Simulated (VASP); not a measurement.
# Pt (Cmcm) in VASP: further runs

Runs on Pt. Level: PBEsol. Tasks: single point.

Everything below comes from runs of VASP 6.6.1. Logs are shortened: lines on timing, memory, paths and dates and some standing lists are left out, and cuts for length are marked.

### Step 1. The cell of the first run

Symmetry: Cmcm, No. 63, orthorhombic system. The conventional cell has a = 2.347 Å, b = 4.782 Å, c = 4.792 Å, α = 90.00°, β = 90.00°, γ = 90.00°. Within 3.1 Å of Pt (site symmetry m2m) lie 12 Pt at 2.35 to 2.88 Å.

### Step 2. Single point, PBEsol (strain -0.1500 x Voigt [1, 0, 0, 0, 0, 0])

INCAR reads:

```
PREC = Accurate
ENCUT = 520
EDIFF = 1E-6
ISMEAR = 0
SIGMA = 0.15
LREAL = F
LASPH = T
NELM = 60
ALGO = Fast
ISIF = 2
LWAVE = F
LCHARG = F
GGA = PS
NBANDS = 17
```

KPOINTS reads:

```
Automatic mesh
0
Gamma
  18 18 10
```

POSCAR reads:

```
Pt
1.0
    2.3465657734      0.0000000000      0.0000000000
   -1.1732828867      2.3908065546      0.0000000000
    0.0000000000      0.0000000000      4.7921340000
Pt
2
Direct
    0.6666666667      0.3333333333      0.7500000000
    0.3333333333      0.6666666667      0.2500000000
```

Potentials or basis: VASP PAW PBE potentials, release 64 (Pt).

Launch:

```console
> cat potpaw_PBE.64/Pt/POTCAR > POTCAR
> mpirun -np 1 vasp_std > vasp.out
```

OUTCAR:

```text
PREC = Accurate
   ENCUT = 520
   EDIFF = 1E-6
   ISMEAR = 0
   LREAL = F
   LASPH = T
   NELM = 60
   ISIF = 2
   GGA = PS

 ion  position               nearest neighbor table
   1  0.667  0.333  0.750-   2 2.78   2 2.78   2 2.78   2 2.78   2 2.88   2 2.88
   2  0.333  0.667  0.250-   1 2.78   1 2.78   1 2.78   1 2.78   1 2.88   1 2.88

  LATTYP: Found a base centered orthorhombic cell.
 ALAT       =     2.3465657734
 B/A-ratio  =     2.0377068324
 C/A-ratio  =     2.0421903593

  Lattice vectors:

 A1 = (   1.1732828867,  -2.3908065546,   0.0000000000)
 A2 = (   1.1732828867,   2.3908065546,   0.0000000000)
 A3 = (   0.0000000000,   0.0000000000,   4.7921340000)

Analysis of symmetry for initial positions (statically):
=====================================================================
 Subroutine PRICEL returns:
 Original cell was already a primitive cell.

 Routine SETGRP: Setting up the symmetry group for a
 base centered orthorhombic supercell.

 Subroutine GETGRP returns: Found  8 space group operations
 (whereof  4 operations were pure point group operations)
 out of a pool of  8 trial point group operations.

The static configuration has the point symmetry C_2h.
 The point group associated with its full space group is D_2h.

Analysis of symmetry for dynamics (positions and initial velocities):
=====================================================================
 Subroutine PRICEL returns:
 Original cell was already a primitive cell.

 Routine SETGRP: Setting up the symmetry group for a
 base centered orthorhombic supercell.

 Subroutine GETGRP returns: Found  8 space group operations
 (whereof  4 operations were pure point group operations)
 out of a pool of  8 trial point group operations.

The dynamic configuration has the point symmetry C_2h.
 The point group associated with its full space group is D_2h.

 Subroutine INISYM returns: Found  8 space group operations
 (whereof  4 operations are pure point group operations),
 and found     1 'primitive' translations

----------------------------------------------------------------------------------------

                                     Primitive cell

  volume of cell :      26.8848

  direct lattice vectors                    reciprocal lattice vectors
     2.346565773  0.000000000  0.000000000     0.426154686  0.209134444  0.000000000
    -1.173282887  2.390806555  0.000000000     0.000000000  0.418268888  0.000000000
     0.000000000  0.000000000  4.792134000     0.000000000  0.000000000  0.208675300

  length of vectors
     2.346565773  2.663183943  4.792134000     0.474705205  0.418268888  0.208675300

  position of ions in fractional coordinates (direct lattice)
     0.666666667  0.333333333  0.750000000
     0.333333333  0.666666667  0.250000000

  ion indices of the primitive-cell ions
   primitive index   ion index
                 1           1
                 2           2

----------------------------------------------------------------------------------------

 KPOINTS: Automatic mesh

Automatic generation of k-mesh.
 Grid dimensions read from file:
 generate k-points for:   18   18   10

 Generating k-lattice:

  Cartesian coordinates                     Fractional coordinates (reciprocal lattice)
     0.023675260  0.011618580  0.000000000     0.055555556  0.000000000  0.000000000
     0.000000000  0.023237160  0.000000000     0.000000000  0.055555556  0.000000000
     0.000000000  0.000000000  0.020867530     0.000000000  0.000000000  0.100000000

  Length of vectors
     0.026372511  0.023237160  0.020867530

  Shift w.r.t. Gamma in fractional coordinates (k-lattice)
     0.000000000  0.000000000  0.000000000

 Subroutine IBZKPT returns following result:
 ===========================================

 Found    546 irreducible k-points:

 Following reciprocal coordinates:
            Coordinates               Weight
  0.000000  0.000000  0.000000      1.000000
  0.055556  0.000000  0.000000      4.000000
  0.111111  0.000000  0.000000      4.000000
  0.166667  0.000000  0.000000      4.000000
  0.222222  0.000000  0.000000      4.000000
  0.277778  0.000000  0.000000      4.000000
[... 16 lines left out ...]
 -0.333333  0.055556  0.000000      4.000000
 -0.277778  0.055556  0.000000      4.000000
 [... further k-points ...]
   k-points           NKPTS =    546   k-points in BZ     NKDIM =    546   number of bands    NBANDS=     17
   number of dos      NEDOS =    301   number of ions     NIONS =      2
   total plane-waves  NPLWV =  12960
   dimension x,y,z NGX =    18 NGY =   20 NGZ =   36
   dimension x,y,z NGXF=    36 NGYF=   40 NGZF=   72
   ions per type =               2
   NGX,Y,Z   is equivalent  to a cutoff of  12.75, 12.48, 12.49 a.u.
   NGXF,Y,Z  is equivalent  to a cutoff of  25.50, 24.97, 24.98 a.u.
 SYSTEM =  unknown system
   PREC   = accura    normal or accurate (medium, high low for compatibility)
   ISTART =      0    job   : 0-new  1-cont  2-samecut
[... 24 lines left out ...]
  Thomas-Fermi vector in A             =   2.597040
   LORBIT       =      0    0 simple, 1 ext, 2 COOP (PROOUT), +10 PAW based schemes
   GGA     = PS    functional components
   LHFCALC =     F    Hartree Fock is set to
   AEXX    =    0.0000 exact exchange contribution
   IVDW    =     0    specifies the selected vdW correction
   LEPSILON=     F    determine dielectric tensor
   LRPA    =     F    only Hartree local field effects (RPA)
 non-spin polarized calculation
 RMM-DIIS sequential band-by-band and
 Gauss-broadening in eV      SIGMA  =   0.15
  energy-cutoff  :      520.00
  volume of cell :       26.88
 maximum number of plane-waves:       748
 NGX is ok and might be reduce to    18
   NGX =  9   NGY =  9   NGZ = 17

 number of electron      20.0000000 magnetization

 Free energy of the ion-electron system (eV)
  ---------------------------------------------------
  ext. energy  EPLUGINS =         0.00000000
  ---------------------------------------------------
  free energy    TOTEN  =       -12.38009535 eV

  energy without entropy =      -12.35469887  energy(sigma->0) =      -12.36739711

 E-fermi :  13.3822     XC(G=0): -14.2716

 val. band max:       13.3806841756   @ k =   0.0000   0.1667   0.4000
 cond. band min:      13.3824040037   @ k =   0.2778   0.1667   0.3000
 fundamental gap:      0.0017198281
 Fermi energy:        13.3821504212

 k-point     1 :       0.0000    0.0000    0.0000
  band No.  band energies     occupation
      1       1.7973      2.00000
      2       4.1341      2.00000
      3       6.9295      2.00000
      4       7.1252      2.00000
      5       8.0240      2.00000
      6      10.9550      2.00000
[... 9 lines left out ...]
     16      30.4207      0.00000
     17      34.3243      0.00000

 k-point     2 :       0.0556    0.0000    0.0000
  band No.  band energies     occupation
      1       1.9631      2.00000
      2       4.3192      2.00000
      3       7.0600      2.00000
      4       7.2366      2.00000
      5       8.0905      2.00000
      6      10.6998      2.00000
[... 9 lines left out ...]
     16      30.7929      0.00000
     17      34.3719      0.00000

 k-point     3 :       0.1111    0.0000    0.0000
  band No.  band energies     occupation
      1       2.4405      2.00000
      2       4.8440      2.00000
      3       7.3896      2.00000
      4       7.5998      2.00000
      5       8.2721      2.00000
      6       9.7637      2.00000
[... 9 lines left out ...]
     16      31.7944      0.00000
     17      34.2227      0.00000

 k-point     4 :       0.1667    0.0000    0.0000
  band No.  band energies     occupation
      1       3.1667      2.00000
      2       5.5837      2.00000
      3       7.7288      2.00000
      4       8.2885      2.00000
      5       8.4872      2.00000
      6       8.8112      2.00000
[... 9 lines left out ...]
     16      32.1044      0.00000
     17      33.0493      0.00000
[... 343 lines left out ...]
      1       5.4614      2.00000
      2       5.7169      2.00000
      3       6.2555      2.00000
      4       8.2964      2.00000
      5       8.6562      2.00000
      6       9.8435      2.00000
[... 9 lines left out ...]
     16      27.6239      0.00000
     17      31.4927      0.00000

 k-point    23 :      -0.3333    0.0556    0.0000
  band No.  band energies     occupation
      1       5.2732      2.00000
      2       6.0993      2.00000
      3       6.7336      2.00000
      4       8.2468      2.00000
      5       8.7584      2.00000
      6       9.0822      2.00000
[... 9 lines left out ...]
     16      29.1038      0.00000
     17      32.3544      0.00000

 k-point    24 :      -0.2778    0.0556    0.0000
  band No.  band energies     occupation
      1       4.6270      2.00000
      2       6.3850      2.00000
      3       7.3723      2.00000
      4       8.3425      2.00000
      5       8.4357      2.00000
      6       9.3689      2.00000
[... 9 lines left out ...]
     16      30.6497      0.00000
     17      32.4709      0.00000

 [... further k-points ...]

------------------------ aborting loop because EDIFF is reached ----------------------------------------

  FORCE on cell =-STRESS in cart. coord.  units (eV):
  Direction    XX          YY          ZZ          XY          YZ          ZX
  --------------------------------------------------------------------------------------
  -------------------------------------------------------------------------------------
  Total       24.4338314      5.3656745      3.3051381      0.0000000      0.0000000      0.0000000
  in kB     1456.1161933    319.7634217    196.9672722      0.0000000      0.0000000      0.0000000
  external PRESSURE =     657.6156291 kB  Pullay stress =       0.0000000 kB

 VOLUME and BASIS-vectors are now :
 -----------------------------------------------------------------------------
  energy-cutoff  :      520.00
  volume of cell :       26.88
      direct lattice vectors                 reciprocal lattice vectors
     2.346565773  0.000000000  0.000000000     0.426154686  0.209134444  0.000000000
    -1.173282887  2.390806555  0.000000000     0.000000000  0.418268888  0.000000000
     0.000000000  0.000000000  4.792134000     0.000000000  0.000000000  0.208675300

 POSITION                                       TOTAL-FORCE (eV/Angst)
 -----------------------------------------------------------------------------------
      1.17328      0.79694      3.59410         0.000000     -0.041182     -0.000000
     -0.00000      1.59387      1.19803         0.000000      0.041182      0.000000
 -----------------------------------------------------------------------------------
    total drift:                               -0.000000      0.000000     -0.000000

  FREE ENERGIE OF THE ION-ELECTRON SYSTEM (eV)
  ---------------------------------------------------
  free  energy   TOTEN  =       -12.3800953477 eV

  energy  without entropy=      -12.3546988748  energy(sigma->0) =      -12.36739711
```

Wall time 5.8 min (1 thread of AMD EPYC 7R43 (Zen 3), shared host); peak memory 0.27 GiB.

Results:

```yaml
Free_energy: -12.3801 eV
Pressure: 65.8 GPa
Largest_force: 0.041 eV/Å
Band_gap_on_the_k_mesh: zero (bands 10 and 11 overlap by 2.25 eV)
```

Forces in eV/Å, atoms in the order of the input:
```
Pt   0.000 -0.041  0.000
Pt   0.000  0.041  0.000
```

Levels at points of the mesh, in eV from the Fermi level:
```tsv
k point	band 6	band 7	band 8	band 9	band 10	band 11	band 12	band 13	band 14	band 15
(0.00, 0.00, 0.00)	-2.43	-2.28	-2.17	-2.11	-1.01	-0.64	0.40	4.56	14.24	14.91
(0.50, 0.00, 0.00)	-3.34	-2.70	-0.50	0.61	0.73	3.55	5.51	9.38	9.98	12.44
(0.00, 0.50, 0.00)	-3.68	-2.04	0.53	0.81	0.98	2.08	3.38	6.68	7.93	9.42
(0.00, 0.00, 0.50)	-5.41	-2.43	-2.43	-1.27	-1.27	-0.15	-0.15	11.21	11.21	15.43
(0.50, 0.00, 0.50)	-2.43	-1.14	-1.14	0.83	0.83	2.38	2.38	9.78	9.78	14.32
(0.00, 0.50, 0.50)	-1.76	-0.91	-0.91	0.90	0.90	0.92	0.92	6.45	6.45	12.78
```

Caveat: the cell differs from its parent crystal (strain -0.1500 x Voigt [1, 0, 0, 0, 0, 0]); the cell stands under pressure; the PAW data sets were made with another functional, which shifts forces and pressure a little; spin-orbit coupling is left out, which moves the levels of the heavy elements.

### Step 3. Single point, PBEsol (strain -0.1125 x Voigt [1, 0, 0, 0, 0, 0])

INCAR reads:

```
ALGO = Fast
EDIFF = 1E-7
ENCUT = 520
GGA = PS
ISIF = 2
ISMEAR = 0
LASPH = True
LCHARG = False
LREAL = False
LWAVE = False
NBANDS = 17
NELM = 80
PREC = Accurate
SIGMA = 0.15
```

KPOINTS reads:

```
k-points
0
Gamma
  18 18 10
```

POSCAR reads:

```
Pt
1.0
    2.4500907340      0.0000000000      0.0000000000
   -1.2250453670      2.3908065546      0.0000000000
    0.0000000000      0.0000000000      4.7921340000
Pt
2
Direct
    0.6666666667      0.3333333333      0.7500000000
    0.3333333333      0.6666666667      0.2500000000
```

Potentials or basis: VASP PAW PBE potentials, release 64 (Pt).

Launch:

```console
> cat potpaw_PBE.64/Pt/POTCAR > POTCAR
> mpirun -np 1 vasp_std > vasp.out
```

Run time: 8.2 min. Hardware: 1 thread of AMD EPYC 7R43 (Zen 3), shared host; peak memory 0.28 GiB.

It converged, with:

```yaml
Free_energy: -13.2052 eV
Pressure: 35.6 GPa
Largest_force: 0.011 eV/Å
Band_gap_on_the_k_mesh: zero (bands 10 and 11 overlap by 1.90 eV)
```

Forces on the atoms (eV/Å):
```
Pt   0.000 -0.011  0.000
Pt   0.000  0.011  0.000
```

Stress tensor (GPa, compression positive):
```
81.03  0.00  0.00
 0.00 16.27  0.00
 0.00  0.00  9.51
```

Levels at points of the mesh, in eV from the Fermi level:
```tsv
k point	band 8	band 9	band 10	band 11	band 12	band 13
(0.00, 0.00, 0.00)	-2.07	-1.75	-1.30	-0.47	0.17	4.62
(0.50, 0.00, 0.00)	-0.33	0.61	0.75	3.10	4.96	8.94
(0.00, 0.50, 0.00)	0.32	0.60	0.77	2.14	3.52	6.79
(0.00, 0.00, 0.50)	-2.80	-1.10	-1.10	-0.40	-0.40	11.40
(0.50, 0.00, 0.50)	-1.04	0.77	0.77	2.12	2.12	8.69
(0.00, 0.50, 0.50)	-1.22	0.70	0.70	1.11	1.11	6.46
```

Caveat: the cell differs from its parent crystal (strain -0.1125 x Voigt [1, 0, 0, 0, 0, 0]); the cell stands under pressure; the PAW data sets were made with another functional, which shifts forces and pressure a little; spin-orbit coupling is left out, which moves the levels of the heavy elements.

### Step 4. Single point, PBEsol (strain -0.0750 x Voigt [1, 0, 0, 0, 0, 0])

INCAR reads:

```
SYSTEM = Pt
PREC = Accurate
ENCUT = 520
EDIFF = 1E-6
ISMEAR = 0
SIGMA = 0.15
LREAL = .FALSE.
LASPH = .TRUE.
NELM = 100
ALGO = Fast
ISIF = 2
LWAVE = .FALSE.
LCHARG = .FALSE.
GGA = PS
NBANDS = 17
```

KPOINTS reads:

```
Automatic mesh
0
G
  18 18 10
  0 0 0
```

POSCAR reads:

```
Pt
1.0
    2.5536156946      0.0000000000      0.0000000000
   -1.2768078473      2.3908065546      0.0000000000
    0.0000000000      0.0000000000      4.7921340000
Pt
2
Direct
    0.6666666667      0.3333333333      0.7500000000
    0.3333333333      0.6666666667      0.2500000000
```

Launch:

```console
> cat potpaw_PBE.64/Pt/POTCAR > POTCAR
> mpirun -np 1 vasp_std > vasp.out
```

Run time: 7.1 min. Hardware: 1 thread of AMD EPYC 7R43 (Zen 3), shared host; peak memory 0.28 GiB.

The run converged. Its results:

```yaml
Free_energy: -13.6318 eV
Pressure: 14.3 GPa
Largest_force: 0.005 eV/Å
Band_gap_on_the_k_mesh: zero (bands 10 and 11 overlap by 1.59 eV)
```

Forces on the atoms (eV/Å):
```
Pt   0.000 -0.005  0.000
Pt   0.000  0.005  0.000
```

Stress tensor (GPa, compression positive):
```
36.87  0.00  0.00
 0.00  4.59  0.00
 0.00  0.00  1.49
```

Levels at points of the mesh, in eV from the Fermi level:
```csv
k point,band 7,band 8,band 9,band 10,band 11,band 12,band 13,band 14
"(0.00, 0.00, 0.00)",-2.76,-1.94,-1.52,-1.40,-0.35,0.00,4.65,15.01
"(0.50, 0.00, 0.00)",-2.69,-0.19,0.55,0.72,2.74,4.48,8.16,9.10
"(0.00, 0.50, 0.00)",-2.70,0.17,0.45,0.63,2.18,3.61,6.91,8.39
"(0.00, 0.00, 0.50)",-3.07,-3.07,-0.97,-0.97,-0.58,-0.58,11.58,11.58
"(0.50, 0.00, 0.50)",-0.97,-0.97,0.68,0.68,1.91,1.91,7.77,7.77
"(0.00, 0.50, 0.50)",-1.23,-1.23,0.56,0.56,1.30,1.30,6.45,6.45
```

Caveat: the cell differs from its parent crystal (strain -0.0750 x Voigt [1, 0, 0, 0, 0, 0]); the cell stands under pressure; the PAW data sets were made with another functional, which shifts forces and pressure a little; spin-orbit coupling is left out, which moves the levels of the heavy elements.

### Step 5. Single point, PBEsol (strain +0.0750 x Voigt [1, 0, 0, 0, 0, 0])

INCAR reads:

```
PREC     = Accurate       # precision mode
ENCUT    = 520            # plane-wave cutoff, eV
EDIFF    = 1E-6           # SCF threshold, eV
ISMEAR   = 0              # smearing method
SIGMA    = 0.15           # smearing width, eV
LREAL    = False          # projectors in reciprocal space
LASPH    = True           # aspherical terms in the spheres
NELM     = 60             # most SCF steps
ALGO     = Fast           # electronic algorithm
ISIF     = 2              # what is computed and relaxed
LWAVE    = False          # write WAVECAR
LCHARG   = True           # write CHGCAR
GGA      = PS             # functional
LELF     = True           # ELF
LVHAR    = True         
NBANDS   = 17             # bands
```

KPOINTS reads:

```
regular mesh
0
Gamma
  18 18 10
```

POSCAR reads:

```
Pt
1.0
    2.9677155370      0.0000000000      0.0000000000
   -1.4838577685      2.3908065546      0.0000000000
    0.0000000000      0.0000000000      4.7921340000
Pt
2
Direct
    0.6666666667      0.3333333333      0.7500000000
    0.3333333333      0.6666666667      0.2500000000
```

Launch:

```console
> cat potpaw_PBE.64/Pt/POTCAR > POTCAR
> mpirun -np 1 vasp_std > vasp.out
```

Wall time 9.6 min (1 thread of AMD EPYC 7R43 (Zen 3), shared host); peak memory 0.32 GiB.

Results (log left out):

| Property | Result |
| --- | --- |
| Free energy | -13.4632 eV |
| Pressure | -23.7 GPa |
| Largest force | 0.033 eV/Å |
| Band gap on the k mesh | zero (bands 10 and 11 overlap by 1.17 eV) |

Forces on the atoms (eV/Å):
```
Pt   0.000  0.033  0.000
Pt   0.000 -0.033  0.000
```

Stress tensor (GPa, compression positive):
```
-27.01   0.00   0.00
  0.00 -22.11   0.00
  0.00   0.00 -21.94
```

Levels at points of the mesh, in eV from the Fermi level:
```
           k point  band 7  band 8  band 9  band 10  band 11  band 12  band 13  band 14
(0.00, 0.00, 0.00)   -2.10   -1.87   -1.72    -0.29    -0.22    -0.12     4.62    14.91
(0.50, 0.00, 0.00)   -2.46   -0.02    0.15     0.20     1.98     3.18     6.81     8.46
(0.00, 0.50, 0.00)   -2.14   -0.01    0.28     0.49     2.32     3.76     7.57     9.12
(0.00, 0.00, 0.50)   -2.54   -2.54   -0.83    -0.83    -0.61    -0.61    12.11    12.11
(0.50, 0.00, 0.50)   -0.78   -0.78    0.14     0.14     1.58     1.58     5.52     5.52
(0.00, 0.50, 0.50)   -0.61   -0.61    0.40     0.40     2.03     2.03     6.40     6.40
```

Caveat: the cell differs from its parent crystal (strain +0.0750 x Voigt [1, 0, 0, 0, 0, 0]); the cell stands under tension; the PAW data sets were made with another functional, which shifts forces and pressure a little; spin-orbit coupling is left out, which moves the levels of the heavy elements.

### Step 6. Summary

| cell | further INCAR settings | gap on the mesh (eV) | pressure (GPa) | largest force (eV/Å) |
| --- | --- | --- | --- | --- |
| a = 2.347, b = 2.663, c = 4.792 Å, angles 90.0, 90.0, 116.1°, 2 atoms | ALGO = Fast; EDIFF = 1e-06; NBANDS = 17 | none | 65.8 | 0.04 |
| a = 2.450, b = 2.686, c = 4.792 Å, angles 90.0, 90.0, 117.1°, 2 atoms | ALGO = Fast; EDIFF = 1e-07; NBANDS = 17 | none | 35.6 | 0.01 |
| a = 2.554, b = 2.710, c = 4.792 Å, angles 90.0, 90.0, 118.1°, 2 atoms | ALGO = Fast; EDIFF = 1e-06; NBANDS = 17 | none | 14.3 | 0.01 |
| a = 2.968, b = 2.814, c = 4.792 Å, angles 90.0, 90.0, 121.8°, 2 atoms | ALGO = Fast; EDIFF = 1e-06; NBANDS = 17 | none | -23.7 | 0.03 |

Alike in all rows: task single point; level PBEsol; potentials or basis VASP PAW PBE potentials, release 64 (Pt); no spin polarisation; k mesh 18 × 18 × 10; cutoff (eV) 520; smearing gaussian 0.15 eV.

Caveats: the PAW data sets were made with another functional, which shifts forces and pressure a little; spin-orbit coupling is left out, which moves the levels of the heavy elements; the cell stands under pressure (at least some runs); the cell stands under tension (at least some runs).

Total energies depend on the potentials used, so only differences within one code and one set of settings carry meaning.
